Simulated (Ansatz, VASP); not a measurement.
# CO2: VASP beside Ansatz

Contents of INCAR:

```
  PREC = Accurate
  ENCUT = 520
  EDIFF = 1E-7
  ISMEAR = 0
  SIGMA = 0.02
  LREAL = F
  LASPH = T
  NELM = 80
  ALGO = Normal
  ISIF = 2
  LWAVE = F
  LCHARG = F
  GGA = PE
  NBANDS = 25
```

Contents of KPOINTS:

```
Automatic mesh
0
Gamma
  6 6 4
```

The input POSCAR:

```
CO2
1.0
    2.6359112300     -2.3873781200      0.0000000000
    2.6359112300      2.3873781200      0.0000000000
    0.0000000000      0.0000000000      6.5871749100
C O
2 4
Direct
    0.0000000000      0.0000000000      0.0000000000
    0.5000000000      0.5000000000      0.5000000000
    0.8035150955      0.2286862924      0.9045301641
    0.1934914300      0.8065085700      0.1081566100
    0.6934914300      0.3065085700      0.3918433900
    0.3065085700      0.6934914300      0.6081566100
```

Input for Ansatz:

```yaml
crystal:
  lattice:
    - [2.63591123, -2.38737812, 0.0]
    - [2.63591123, 2.38737812, 0.0]
    - [0.0, 0.0, 6.58717491]
  atoms:
    - { symbol: C, position: [0.0, 0.0, 0.0] }
    - { symbol: C, position: [0.5, 0.5, 0.5] }
    - { symbol: O, position: [0.8035150955, 0.2286862924, 0.9045301641] }
    - { symbol: O, position: [0.19349143, 0.80650857, 0.10815661] }
    - { symbol: O, position: [0.69349143, 0.30650857, 0.39184339] }
    - { symbol: O, position: [0.30650857, 0.69349143, 0.60815661] }
basis:
  ecutwfc: 420
kpoints:
  mp_grid: { grid: [6, 6, 4] }
hamiltonian:
  xc: pbe
scf:
  occupations: { method: gaussian, width: 0.02 }
output:
  forces: true
  stress: true
  eigenvalues: true
  populations: true
```

Change from the starting cell: one atom moved.

Alike in both runs: task single point; functional PBE; k mesh 6 × 6 × 4; occupations gaussian, width 0.02 eV; no spin polarisation.

```csv
,VASP,Ansatz
version,VASP 6.6.1,Ansatz 0.2.0
potentials or method,"VASP PAW PBE potentials, release 64 (C, O), cutoff 520 eV","scalar-relativistic, plane waves, PAW"
valence electrons in the cell,32,32
```

|  | VASP | Ansatz | Ansatz less VASP |
| --- | --- | --- | --- |
| gap on the k mesh at the Fermi level (eV) | 6.30 | 6.32 | +0.021 |
| least direct gap on the mesh (eV) | 6.89 | 6.91 | +0.022 |
| pressure (GPa) | 2.2 | 0.6 | -1.56 |
| traceless stress, the component that is largest in VASP (GPa) | 2.96 | 2.80 | -0.155 |
| rms of the force components (eV/Å) | 0.834 | 0.834 | -0.0006 |

Atom by atom the forces differ by 0.293 eV/Å (rms over components).

Noted on VASP's run: the standard files for N, O and F lose accuracy on very short bonds.
